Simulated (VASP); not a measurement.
# Ni (Im-3m) in VASP: relaxation of cell and atoms with LDA

Aim: the relaxation of cell and atoms of Ni with LDA.

Program: VASP 6.6.1. These are calculated values, not measurements. Logs are shortened: lines on timing, memory, paths and dates and some standing lists are left out, and cuts for length are marked.

### 1 The cell of the first run

It takes space group Im-3m (No. 229, cubic). Conventional cell: a = 2.718 Å, b = 2.718 Å, c = 2.718 Å, α = 90.00°, β = 90.00°, γ = 90.00°. Within 3.1 Å of Ni (site symmetry m-3m) lie 14 Ni at 2.35 to 2.72 Å.

### 2 Relaxation of cell and atoms, LDA, collinear spin, ferromagnetic start

File INCAR:

```
  PREC = Accurate
  ENCUT = 600
  EDIFF = 1E-6
  ISMEAR = -1
  SIGMA = 0.1
  LREAL = F
  LASPH = T
  NELM = 150
  ALGO = Normal
  ISIF = 3
  LWAVE = F
  LCHARG = F
  ISPIN = 2
  MAGMOM = 1
  LORBIT = 11
  LMAXMIX = 4
  GGA = CA
  IBRION = 2
  NSW = 60
  EDIFFG = -0.005
```

File KPOINTS:

```
Automatic mesh
0
Gamma
  22 22 22
```

File POSCAR:

```
Ni
1.0
   -1.3591964688      1.3591964688      1.3591964688
    1.3591964688     -1.3591964688      1.3591964688
    1.3591964688      1.3591964688     -1.3591964688
Ni
1
Direct
    0.0000000000      0.0000000000      0.0000000000
```

Potentials or basis: VASP PAW LDA potentials, release 64 (Ni).

The run is started by

```sh
> cat potpaw_LDA.64/Ni/POTCAR > POTCAR
> mpirun -np 1 vasp_std > vasp.out
```

OUTCAR:

```text
PREC = Accurate
   ENCUT = 600
   EDIFF = 1E-6
   ISMEAR = -1
   LREAL = F
   LASPH = T
   NELM = 150
   ISIF = 3
   ISPIN = 2
   LORBIT = 11
   GGA = CA
   IBRION = 2
   NSW = 60
   EDIFFG = -0.005

 ion  position               nearest neighbor table
   1  0.000  0.000  0.000-

  LATTYP: Found a body centered cubic cell.
 ALAT       =     2.7183929376

  Lattice vectors:

 A1 = (  -1.3591964688,   1.3591964688,   1.3591964688)
 A2 = (   1.3591964688,  -1.3591964688,   1.3591964688)
 A3 = (   1.3591964688,   1.3591964688,  -1.3591964688)

Analysis of symmetry for initial positions (statically):
=====================================================================
 Subroutine PRICEL returns:
 Original cell was already a primitive cell.

 Routine SETGRP: Setting up the symmetry group for a
 body centered cubic supercell.

 Subroutine GETGRP returns: Found 48 space group operations
[... 9 lines left out ...]

 Routine SETGRP: Setting up the symmetry group for a
 body centered cubic supercell.

 Subroutine GETGRP returns: Found 48 space group operations
 (whereof 48 operations were pure point group operations)
 out of a pool of 48 trial point group operations.

The dynamic configuration has the point symmetry O_h .

Analysis of structural, dynamic, and magnetic symmetry:
=====================================================================
 Subroutine PRICEL returns:
 Original cell was already a primitive cell.

 Routine SETGRP: Setting up the symmetry group for a
 body centered cubic supercell.

 Subroutine GETGRP returns: Found 48 space group operations
 (whereof 48 operations were pure point group operations)
 out of a pool of 48 trial point group operations.

The overall configuration has the point symmetry O_h .

 Subroutine INISYM returns: Found 48 space group operations
[... 5 lines left out ...]
                                     Primitive cell

  volume of cell :      10.0440

  direct lattice vectors                    reciprocal lattice vectors
    -1.359196469  1.359196469  1.359196469     0.000000000  0.367864405  0.367864405
     1.359196469 -1.359196469  1.359196469     0.367864405  0.000000000  0.367864405
     1.359196469  1.359196469 -1.359196469     0.367864405  0.367864405  0.000000000

  length of vectors
     2.354197341  2.354197341  2.354197341     0.520238830  0.520238830  0.520238830

  position of ions in fractional coordinates (direct lattice)
     0.000000000  0.000000000  0.000000000

  ion indices of the primitive-cell ions
   primitive index   ion index
                 1           1

----------------------------------------------------------------------------------------

 KPOINTS: Automatic mesh

Automatic generation of k-mesh.
 Grid dimensions read from file:
 generate k-points for:   22   22   22

 Generating k-lattice:

  Cartesian coordinates                     Fractional coordinates (reciprocal lattice)
     0.000000000  0.016721109  0.016721109     0.045454545  0.000000000  0.000000000
     0.016721109  0.000000000  0.016721109     0.000000000  0.045454545  0.000000000
     0.016721109  0.016721109  0.000000000     0.000000000  0.000000000  0.045454545

  Length of vectors
     0.023647220  0.023647220  0.023647220

  Shift w.r.t. Gamma in fractional coordinates (k-lattice)
     0.000000000  0.000000000  0.000000000

 Subroutine IBZKPT returns following result:
 ===========================================

 Found    328 irreducible k-points:

 Following reciprocal coordinates:
            Coordinates               Weight
  0.000000  0.000000  0.000000      1.000000
  0.045455  0.000000  0.000000     12.000000
  0.090909  0.000000  0.000000     12.000000
  0.136364  0.000000  0.000000     12.000000
  0.181818  0.000000  0.000000     12.000000
  0.227273  0.000000  0.000000     12.000000
[... 16 lines left out ...]
  0.090909  0.090909  0.000000     24.000000
  0.136364  0.090909 -0.000000     48.000000
 [... further k-points ...]
   k-points           NKPTS =    328   k-points in BZ     NKDIM =    328   number of bands    NBANDS=     10
   number of dos      NEDOS =    301   number of ions     NIONS =      1
   total plane-waves  NPLWV =   8000
   dimension x,y,z NGX =    20 NGY =   20 NGZ =   20
   dimension x,y,z NGXF=    40 NGYF=   40 NGZF=   40
   ions per type =               1
   NGX,Y,Z   is equivalent  to a cutoff of  14.12, 14.12, 14.12 a.u.
   NGXF,Y,Z  is equivalent  to a cutoff of  28.25, 28.25, 28.25 a.u.
 SYSTEM =  unknown system
   PREC   = accura    normal or accurate (medium, high low for compatibility)
   ISTART =      0    job   : 0-new  1-cont  2-samecut
   ICHARG =      2    charge: 1-file 2-atom 10-const
   ISPIN  =      2    spin polarized calculation?
   LNONCOLLINEAR =      F non collinear calculations
   LSORBIT =      F    spin-orbit coupling
   LASPH  =      T    aspherical Exc in radial PAW
   ENCUT  =  600.0 eV  44.10 Ry    6.64 a.u.   4.70  4.70  4.70*2*pi/ulx,y,z
   NELM   =    150;   NELMIN=  2; NELMDL= -5     # of ELM steps
   EDIFF  = 0.1E-05   stopping-criterion for ELM
   LREAL  =      F    real-space projection
   EDIFFG = -.5E-02   stopping-criterion for IOM
   NSW    =     60    number of steps for IOM
   IBRION =      2    ionic relax: 0-MD 1-quasi-New 2-CG
   NFREE  =      1    steps in history (QN), initial steepest desc. (CG)
   ISIF   =      3    stress and relaxation
   ISYM   =      2    0-nonsym 1-usesym 2-fastsym
   POTIM  = 0.5000    time-step for ionic-motion
   TEBEG  =    0.0;   TEEND  =   0.0 temperature during run
   PSTRESS=    0.0 pullay stress
   NELECT =      10.0000    total number of electrons
   NUPDOWN=      -1.0000    fix difference up-down
   EMIN   =  10.00;   EMAX   =-10.00  energy-range for DOS
   EFERMI =   0.00;   METHOD = LEGACY
   ISMEAR =    -1;   SIGMA  =   0.10  broadening in eV -4-tet -1-fermi 0-gaus
   EFERMI_NEDOS =   21; number of points for ismear=-14 and -15
   IALGO  =     38    algorithm
   IMIX   =      4    mixing-type and parameters
     AMIX     =   0.40;   BMIX     =  1.00
     AMIX_MAG =   1.60;   BMIX_MAG =  1.00
  volume/ion in A,a.u.               =      10.04        67.78
  Fermi-wavevector in a.u.,A,eV,Ry     =   1.634705  3.089144 36.358289  2.672259
  Thomas-Fermi vector in A             =   2.726299
   LORBIT       =     11    0 simple, 1 ext, 2 COOP (PROOUT), +10 PAW based schemes
   GGA     = CA    functional components
   LHFCALC =     F    Hartree Fock is set to
   AEXX    =    0.0000 exact exchange contribution
   IVDW    =     0    specifies the selected vdW correction
   LEPSILON=     F    determine dielectric tensor
   LRPA    =     F    only Hartree local field effects (RPA)
 conjugate gradient relaxation of ions
 spin polarized calculation
  energy-cutoff  :      600.00
  volume of cell :       10.04
 maximum number of plane-waves:       370
   NGX =  9   NGY =  9   NGZ =  9

--------------------------------------- Ionic step        1  -------------------------------------------

 number of electron      10.0000006 magnetization       0.0189376

 Free energy of the ion-electron system (eV)
  ---------------------------------------------------
  ext. energy  EPLUGINS =         0.00000000
  ---------------------------------------------------
  free energy    TOTEN  =        -6.51104793 eV

  energy without entropy =       -6.44803874  energy(sigma->0) =       -6.47954334

------------------------ aborting loop because EDIFF is reached ----------------------------------------

  FORCE on cell =-STRESS in cart. coord.  units (eV):
  Direction    XX          YY          ZZ          XY          YZ          ZX
  --------------------------------------------------------------------------------------
  -------------------------------------------------------------------------------------
  Total        0.0247419      0.0247419      0.0247419     -0.0000000      0.0000000      0.0000000
  in kB        3.9467214      3.9467214      3.9467214     -0.0000000      0.0000000      0.0000000
  external PRESSURE =       3.9467214 kB  Pullay stress =       0.0000000 kB
[... 55 lines left out ...]
  energy  without entropy=       -6.4476817251  energy(sigma->0) =       -6.47935465

--------------------------------------- Ionic step        3  -------------------------------------------

 number of electron      10.0000006 magnetization       0.0130196

 Free energy of the ion-electron system (eV)
  ---------------------------------------------------
  ext. energy  EPLUGINS =         0.00000000
  ---------------------------------------------------
  free energy    TOTEN  =        -6.51106423 eV

  energy without entropy =       -6.44791942  energy(sigma->0) =       -6.47949182

 E-fermi :  10.0392     XC(G=0): -14.0821

 val. band max:       10.0391652301   @ k =  -0.4091  -0.4545   0.2727
 cond. band min:      10.0392182950   @ k =  -0.4091  -0.4545   0.1818
 fundamental gap:      0.0000530649
 Fermi energy:        10.0391964335

 spin component 1

 k-point     1 :       0.0000    0.0000    0.0000
  band No.  band energies     occupation
      1       0.6780      1.00000
      2       7.8803      1.00000
      3       7.8803      1.00000
      4       7.8803      1.00000
      5       9.4123      0.99811
      6       9.4123      0.99811
      7      37.3918      0.00000
      8      37.3918      0.00000
      9      37.3918      0.00000
     10      42.8793      0.00000
[... 287 lines left out ...]
 k-point    24 :       0.1364    0.0909   -0.0000
  band No.  band energies     occupation
      1       2.3207      1.00000
      2       7.5614      1.00000
      3       7.6730      1.00000
      4       8.7193      1.00000
      5       9.1260      0.99989
      6       9.4886      0.99595
      7      30.4110      0.00000
      8      32.2435      0.00000
      9      36.1217      0.00000
     10      37.5901      0.00000

 [... further k-points ...]

 spin component 2

 k-point     1 :       0.0000    0.0000    0.0000
  band No.  band energies     occupation
      1       0.6793      1.00000
      2       7.8936      1.00000
      3       7.8936      1.00000
      4       7.8936      1.00000
      5       9.4241      0.99787
      6       9.4241      0.99787
      7      37.3919      0.00000
      8      37.3919      0.00000
      9      37.3919      0.00000
     10      42.8803      0.00000
[... 327 lines left out ...]
  FREE ENERGIE OF THE ION-ELECTRON SYSTEM (eV)
  ---------------------------------------------------
  free  energy   TOTEN  =        -6.5110642263 eV

  energy  without entropy=       -6.4479194223  energy(sigma->0) =       -6.47949182

 reached required accuracy - stopping structural energy minimisation

 total charge

# of ion       s       p       d       tot
------------------------------------------
    1        0.527   0.560   8.387   9.473

 magnetization (x)

# of ion       s       p       d       tot
------------------------------------------
    1       -0.000  -0.000   0.013   0.013
```

It took 85 s on 1 thread of Intel Xeon 6975P-C (Granite Rapids), shared host; peak memory 0.19 GiB.

Results:

| Quantity | Value |
| --- | --- |
| Free energy | -6.5111 eV |
| Relaxed volume | 10.06 Å³/atom |
| Relaxed cell | a = 2.355 Å, b = 2.355 Å, c = 2.355 Å, α = 109.47°, β = 109.47°, γ = 109.47° |
| Space group after relaxing (to 0.05 Å) | Im-3m (No. 229) |
| Energy gained by relaxing | 0.0 meV/atom |
| Ionic steps | 3 |
| Pressure after relaxing | 0.0 GPa |
| Band gap on the k mesh | zero (filled and empty bands overlap) |
| Net moment | 0.01 μB per cell |
| Valence electrons inside the program's atomic spheres | Ni 9.47 |

Final structure:
```xyz
1
Lattice="-1.3598 1.3598 1.3598 1.3598 -1.3598 1.3598 1.3598 1.3598 -1.3598" Properties=species:S:1:pos:R:3 pbc="T T T"
Ni    0.0000    0.0000    0.0000
```
